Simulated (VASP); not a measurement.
# SrFeO4 (P6/mmm) in VASP: a series of runs

Runs on SrFeO4. Level: PBE. Tasks: single point, relaxation of cell and atoms.

Everything below comes from runs of VASP 6.6.1. Logs are shortened: lines on timing, memory, paths and dates and some standing lists are left out, and cuts for length are marked.

**1. The cell of the first run**

The structure is hexagonal, space group P6/mmm (No. 191). The conventional cell has a = 3.590 Å, b = 3.590 Å, c = 6.078 Å, α = 90.00°, β = 90.00°, γ = 120.00°. Within 3.6 Å of Sr (site symmetry 6/mmm) lie 12 O at 2.69 Å and 2 Fe at 3.04 Å and 6 Sr at 3.59 Å. Within 3.2 Å of Fe (site symmetry 6/mmm) lie 12 O at 2.46 Å and 2 Sr at 3.04 Å. O (site symmetry 3m) has 4 O at 2.07 to 2.63 Å and 3 Fe at 2.46 Å and 3 Sr at 2.69 Å within 2.7 Å.

The cell was built from a structure type or drawn by symmetry, and may not be a known phase.

**2. Single point, PBE, collinear spin, ferromagnetic start**

INCAR

```
SYSTEM = SrFeO4
PREC = Accurate
ENCUT = 520
EDIFF = 1E-6
ISMEAR = 0
SIGMA = 0.1
LREAL = .False.
LASPH = .True.
NELM = 150
ALGO = Normal
ISIF = 2
LWAVE = .False.
LCHARG = .False.
ISPIN = 2
MAGMOM = 0 4.03 0 0 0 0
LORBIT = 11
LMAXMIX = 4
GGA = PE
NBANDS = 34
```

KPOINTS

```
regular mesh
0
Gamma
  12 12 6
  0 0 0
```

POSCAR

```
SrFeO4
1.0
    3.5898660680      0.0000000000      0.0000000000
   -1.7949330340      3.1089152111      0.0000000000
    0.0000000000      0.0000000000      6.0778055404
Sr Fe O
1 1 4
Direct
    0.0000000000      0.0000000000      0.0000000000
    0.0000000000      0.0000000000      0.5000000000
    0.3333333333      0.6666666667      0.2832568514
    0.3333333333      0.6666666667      0.7167431486
    0.6666666667      0.3333333333      0.7167431486
    0.6666666667      0.3333333333      0.2832568514
```

Potentials or basis: VASP PAW PBE potentials, release 64 (Sr_sv, Fe, O).

Started as:

```
$ cat potpaw_PBE.64/Sr_sv/POTCAR potpaw_PBE.64/Fe/POTCAR potpaw_PBE.64/O/POTCAR > POTCAR
$ mpirun -np 1 vasp_std > vasp.out
```

OUTCAR:

```text
SYSTEM = SrFeO4
   PREC = Accurate
   ENCUT = 520
   EDIFF = 1E-6
   ISMEAR = 0
   LREAL = .False.
   LASPH = .True.
   NELM = 150
   ISIF = 2
   ISPIN = 2
   LORBIT = 11
   GGA = PE

 ion  position               nearest neighbor table
   1  0.000  0.000  0.000-   3 2.69   4 2.69   5 2.69   6 2.69   5 2.69   6 2.69   3 2.69   4 2.69
                             5 2.69   6 2.69   3 2.69   4 2.69   2 3.04   2 3.04
   2  0.000  0.000  0.500-   3 2.46   4 2.46   5 2.46   6 2.46   5 2.46   6 2.46   3 2.46   4 2.46
                             5 2.46   6 2.46   3 2.46   4 2.46   1 3.04   1 3.04
   3  0.333  0.667  0.283-   2 2.46   2 2.46   2 2.46   1 2.69   1 2.69   1 2.69
   4  0.333  0.667  0.717-   2 2.46   2 2.46   2 2.46   1 2.69   1 2.69   1 2.69
   5  0.667  0.333  0.717-   2 2.46   2 2.46   2 2.46   1 2.69   1 2.69   1 2.69
   6  0.667  0.333  0.283-   2 2.46   2 2.46   2 2.46   1 2.69   1 2.69   1 2.69

  LATTYP: Found a hexagonal cell.
 ALAT       =     3.5898660680
 C/A-ratio  =     1.6930452071

  Lattice vectors:

 A1 = (   3.5898660680,   0.0000000000,   0.0000000000)
 A2 = (  -1.7949330340,   3.1089152111,   0.0000000000)
 A3 = (   0.0000000000,   0.0000000000,   6.0778055404)

Analysis of symmetry for initial positions (statically):
=====================================================================
 Subroutine PRICEL returns:
 Original cell was already a primitive cell.

 Routine SETGRP: Setting up the symmetry group for a
 hexagonal supercell.

 Subroutine GETGRP returns: Found 24 space group operations
 (whereof 24 operations were pure point group operations)
 out of a pool of 24 trial point group operations.

The static configuration has the point symmetry D_6h.

Analysis of symmetry for dynamics (positions and initial velocities):
=====================================================================
 Subroutine PRICEL returns:
 Original cell was already a primitive cell.

 Routine SETGRP: Setting up the symmetry group for a
 hexagonal supercell.

 Subroutine GETGRP returns: Found 24 space group operations
 (whereof 24 operations were pure point group operations)
 out of a pool of 24 trial point group operations.

The dynamic configuration has the point symmetry D_6h.

Analysis of structural, dynamic, and magnetic symmetry:
=====================================================================
 Subroutine PRICEL returns:
 Original cell was already a primitive cell.

 Routine SETGRP: Setting up the symmetry group for a
 hexagonal supercell.

 Subroutine GETGRP returns: Found 24 space group operations
 (whereof 24 operations were pure point group operations)
 out of a pool of 24 trial point group operations.

The overall configuration has the point symmetry D_6h.

 Subroutine INISYM returns: Found 24 space group operations
 (whereof 24 operations are pure point group operations),
 and found     1 'primitive' translations

----------------------------------------------------------------------------------------

                                     Primitive cell

  volume of cell :      67.8319

  direct lattice vectors                    reciprocal lattice vectors
     3.589866068  0.000000000  0.000000000     0.278561924  0.160827802  0.000000000
    -1.794933034  3.108915211  0.000000000     0.000000000  0.321655604  0.000000000
     0.000000000  0.000000000  6.077805540     0.000000000  0.000000000  0.164533069

  length of vectors
     3.589866068  3.589866068  6.077805540     0.321655604  0.321655604  0.164533069

  position of ions in fractional coordinates (direct lattice)
     0.000000000  0.000000000  0.000000000
     0.000000000  0.000000000  0.500000000
     0.333333333  0.666666667  0.283256851
     0.333333333  0.666666667  0.716743149
     0.666666667  0.333333333  0.716743149
     0.666666667  0.333333333  0.283256851

  ion indices of the primitive-cell ions
   primitive index   ion index
                 1           1
                 2           2
                 3           3
                 4           4
                 5           5
                 6           6

----------------------------------------------------------------------------------------

 KPOINTS: regular mesh

Automatic generation of k-mesh.
 Grid dimensions read from file:
 generate k-points for:   12   12    6

 Generating k-lattice:

  Cartesian coordinates                     Fractional coordinates (reciprocal lattice)
     0.023213494  0.013402317  0.000000000     0.083333333  0.000000000  0.000000000
     0.000000000  0.026804634  0.000000000     0.000000000  0.083333333  0.000000000
     0.000000000  0.000000000  0.027422178     0.000000000  0.000000000  0.166666667

  Length of vectors
     0.026804634  0.026804634  0.027422178

  Shift w.r.t. Gamma in fractional coordinates (k-lattice)
     0.000000000  0.000000000  0.000000000

 Subroutine IBZKPT returns following result:
 ===========================================

 Found     76 irreducible k-points:

 Following reciprocal coordinates:
            Coordinates               Weight
  0.000000  0.000000  0.000000      1.000000
  0.083333 -0.000000  0.000000      6.000000
  0.166667 -0.000000  0.000000      6.000000
  0.250000  0.000000  0.000000      6.000000
  0.333333  0.000000  0.000000      6.000000
  0.416667  0.000000  0.000000      6.000000
[... 16 lines left out ...]
  0.250000  0.000000  0.166667     12.000000
  0.333333  0.000000  0.166667     12.000000
 [... further k-points ...]
   k-points           NKPTS =     76   k-points in BZ     NKDIM =     76   number of bands    NBANDS=     34
   number of dos      NEDOS =    301   number of ions     NIONS =      6
   total plane-waves  NPLWV =  37632
   dimension x,y,z NGX =    28 NGY =   28 NGZ =   48
   dimension x,y,z NGXF=    56 NGYF=   56 NGZF=   96
   ions per type =               1   1   4
   NGX,Y,Z   is equivalent  to a cutoff of  12.97, 12.97, 13.13 a.u.
   NGXF,Y,Z  is equivalent  to a cutoff of  25.93, 25.93, 26.26 a.u.
 SYSTEM =  SrFeO4
   PREC   = accura    normal or accurate (medium, high low for compatibility)
   ISTART =      0    job   : 0-new  1-cont  2-samecut
   ICHARG =      2    charge: 1-file 2-atom 10-const
   ISPIN  =      2    spin polarized calculation?
   LNONCOLLINEAR =      F non collinear calculations
   LSORBIT =      F    spin-orbit coupling
   LASPH  =      T    aspherical Exc in radial PAW
   ENCUT  =  520.0 eV  38.22 Ry    6.18 a.u.   6.67  6.67 11.30*2*pi/ulx,y,z
   NELM   =    150;   NELMIN=  2; NELMDL= -5     # of ELM steps
   EDIFF  = 0.1E-05   stopping-criterion for ELM
   LREAL  =      F    real-space projection
   EDIFFG = 0.1E-04   stopping-criterion for IOM
   NSW    =      0    number of steps for IOM
   IBRION =     -1    ionic relax: 0-MD 1-quasi-New 2-CG
   NFREE  =      0    steps in history (QN), initial steepest desc. (CG)
   ISIF   =      2    stress and relaxation
   ISYM   =      2    0-nonsym 1-usesym 2-fastsym
   POTIM  = 0.5000    time-step for ionic-motion
   TEBEG  =    0.0;   TEEND  =   0.0 temperature during run
   PSTRESS=    0.0 pullay stress
   NELECT =      42.0000    total number of electrons
   NUPDOWN=      -1.0000    fix difference up-down
   EMIN   =  10.00;   EMAX   =-10.00  energy-range for DOS
   EFERMI =   0.00;   METHOD = LEGACY
   ISMEAR =     0;   SIGMA  =   0.10  broadening in eV -4-tet -1-fermi 0-gaus
   EFERMI_NEDOS =   21; number of points for ismear=-14 and -15
   IALGO  =     38    algorithm
   IMIX   =      4    mixing-type and parameters
     AMIX     =   0.40;   BMIX     =  1.00
     AMIX_MAG =   1.60;   BMIX_MAG =  1.00
  volume/ion in A,a.u.               =      11.31        76.29
  Fermi-wavevector in a.u.,A,eV,Ry     =   1.395340  2.636810 26.490174  1.946973
  Thomas-Fermi vector in A             =   2.518801
   LORBIT       =     11    0 simple, 1 ext, 2 COOP (PROOUT), +10 PAW based schemes
   GGA     = PE    functional components
   LHFCALC =     F    Hartree Fock is set to
   AEXX    =    0.0000 exact exchange contribution
   IVDW    =     0    specifies the selected vdW correction
   LEPSILON=     F    determine dielectric tensor
   LRPA    =     F    only Hartree local field effects (RPA)
 spin polarized calculation
 Gauss-broadening in eV      SIGMA  =   0.10
  energy-cutoff  :      520.00
  volume of cell :       67.83
 maximum number of plane-waves:      1858
 NGX is ok and might be reduce to    28
   NGX = 13   NGY = 13   NGZ = 23

 number of electron      42.0000009 magnetization       4.1172659

 Free energy of the ion-electron system (eV)
  ---------------------------------------------------
  ext. energy  EPLUGINS =         0.00000000
  ---------------------------------------------------
  free energy    TOTEN  =       -32.00812106 eV

  energy without entropy =      -31.98579291  energy(sigma->0) =      -31.99695698

 E-fermi :   3.6146     XC(G=0): -11.3464

 val. band max:        3.6035005784   @ k =   0.2500   0.2500   0.0000
 cond. band min:       3.6156132874   @ k =   0.1667   0.1667   0.0000
 fundamental gap:      0.0121127091
 Fermi energy:         3.6146203889

 spin component 1

 k-point     1 :       0.0000    0.0000    0.0000
  band No.  band energies     occupation
      1     -29.9865      1.00000
      2     -15.8520      1.00000
      3     -15.7888      1.00000
      4     -11.6791      1.00000
      5     -11.6791      1.00000
      6     -11.4592      1.00000
[... 25 lines left out ...]
     32      12.5878      0.00000
     33      15.0443      0.00000

 k-point     2 :       0.0833   -0.0000    0.0000
  band No.  band energies     occupation
      1     -29.9797      1.00000
      2     -15.8150      1.00000
      3     -15.7299      1.00000
      4     -11.7253      1.00000
      5     -11.6934      1.00000
      6     -11.5479      1.00000
[... 25 lines left out ...]
     32      12.7796      0.00000
     33      14.9735      0.00000
[... 754 lines left out ...]
     32      12.6359      0.00000
     33      15.1196      0.00000

 k-point    24 :       0.3333    0.0000    0.1667
  band No.  band energies     occupation
      1     -29.9096      1.00000
      2     -15.3201      1.00000
      3     -14.9283      1.00000
      4     -12.7952      1.00000
      5     -12.4733      1.00000
      6     -11.8352      1.00000
[... 25 lines left out ...]
     32      12.4730      0.00000
     33      14.7953      0.00000

 [... further k-points ...]

 spin component 2

 k-point     1 :       0.0000    0.0000    0.0000
  band No.  band energies     occupation
      1     -29.9876      1.00000
      2     -15.7044      1.00000
      3     -15.6686      1.00000
      4     -11.6812      1.00000
      5     -11.6812      1.00000
      6     -11.4416      1.00000
[... 25 lines left out ...]
     32      12.8509      0.00000
     33      15.5628      0.00000

 k-point     2 :       0.0833   -0.0000    0.0000
  band No.  band energies     occupation
      1     -29.9809      1.00000
      2     -15.6682      1.00000
      3     -15.6089      1.00000
      4     -11.7215      1.00000
      5     -11.6954      1.00000
      6     -11.4619      1.00000
[... 25 lines left out ...]
     32      13.1565      0.00000
     33      15.4948      0.00000
[... 754 lines left out ...]
     32      13.0443      0.00000
     33      15.8924      0.00000

 k-point    24 :       0.3333    0.0000    0.1667
  band No.  band energies     occupation
      1     -29.9110      1.00000
      2     -15.1860      1.00000
      3     -14.7959      1.00000
      4     -12.6497      1.00000
      5     -12.3468      1.00000
      6     -11.8367      1.00000
[... 25 lines left out ...]
     32      12.9367      0.00000
     33      15.4961      0.00000

 [... further k-points ...]

 [bands above 33 left out]

------------------------ aborting loop because EDIFF is reached ----------------------------------------

  FORCE on cell =-STRESS in cart. coord.  units (eV):
  Direction    XX          YY          ZZ          XY          YZ          ZX
  --------------------------------------------------------------------------------------
  -------------------------------------------------------------------------------------
  Total        0.0472737      0.0472737      0.1042886      0.0000000      0.0000000     -0.0000000
  in kB        1.1165969      1.1165969      2.4632785      0.0000000      0.0000000     -0.0000000
  external PRESSURE =       1.5654908 kB  Pullay stress =       0.0000000 kB

 VOLUME and BASIS-vectors are now :
 -----------------------------------------------------------------------------
  energy-cutoff  :      520.00
  volume of cell :       67.83
      direct lattice vectors                 reciprocal lattice vectors
     3.589866068  0.000000000  0.000000000     0.278561924  0.160827802  0.000000000
    -1.794933034  3.108915211  0.000000000     0.000000000  0.321655604  0.000000000
     0.000000000  0.000000000  6.077805540     0.000000000  0.000000000  0.164533069

 POSITION                                       TOTAL-FORCE (eV/Angst)
 -----------------------------------------------------------------------------------
      0.00000      0.00000      0.00000         0.000000      0.000000      0.000000
      0.00000      0.00000      3.03890         0.000000      0.000000      0.000000
     -0.00000      2.07261      1.72158        -0.000000      0.000000      0.006502
     -0.00000      2.07261      4.35623        -0.000000      0.000000     -0.006502
      1.79493      1.03631      4.35623         0.000000     -0.000000     -0.006502
      1.79493      1.03631      1.72158         0.000000     -0.000000      0.006502
 -----------------------------------------------------------------------------------
    total drift:                                0.000000      0.000000      0.000000

  FREE ENERGIE OF THE ION-ELECTRON SYSTEM (eV)
  ---------------------------------------------------
  free  energy   TOTEN  =       -32.0081210582 eV

  energy  without entropy=      -31.9857929111  energy(sigma->0) =      -31.99695698

 total charge

# of ion       s       p       d       tot
------------------------------------------
    1        2.006   5.806   0.252   8.064
    2        0.231   0.232   5.867   6.331
    3        1.624   3.183   0.000   4.807
    4        1.624   3.183   0.000   4.807
    5        1.624   3.183   0.000   4.807
    6        1.624   3.183   0.000   4.807
--------------------------------------------------
tot          8.732  18.770   6.119  33.621

 magnetization (x)

# of ion       s       p       d       tot
------------------------------------------
    1        0.001   0.001  -0.005  -0.003
    2        0.020   0.014   3.633   3.667
    3        0.006   0.081   0.000   0.087
    4        0.006   0.081   0.000   0.087
    5        0.006   0.081   0.000   0.087
    6        0.006   0.081   0.000   0.087
--------------------------------------------------
tot          0.043   0.339   3.628   4.010
```

It took 4.4 min on 1 thread of Intel Xeon 6975P-C (Granite Rapids), shared host; peak memory 0.41 GiB.

What came out:

- Free energy: -32.0081 eV
- Pressure: 0.2 GPa
- Largest force: 0.007 eV/Å
- Net moment: 4.12 μB per cell
- Site moments: Sr -0.00; Fe +3.67; O +0.09 μB
- Valence electrons inside the program's atomic spheres: Sr 8.06; Fe 6.33; O 4.81

Forces on the atoms (eV/Å):
```
Sr   0.000  0.000  0.000
Fe   0.000  0.000  0.000
O    0.000  0.000  0.007
O    0.000  0.000 -0.007
O    0.000  0.000 -0.007
O    0.000  0.000  0.007
```

Caveat: a cell with one magnetic atom can't hold antiferromagnetic order, which such compounds often take; semilocal functionals often make such compounds metallic where correlation or magnetic order opens a gap, which also shifts bond lengths. With open d or f shells a metallic result of PBE can be an artefact of self-interaction; +U or a hybrid may open a gap.

(Part 1 of 2 ends here.)
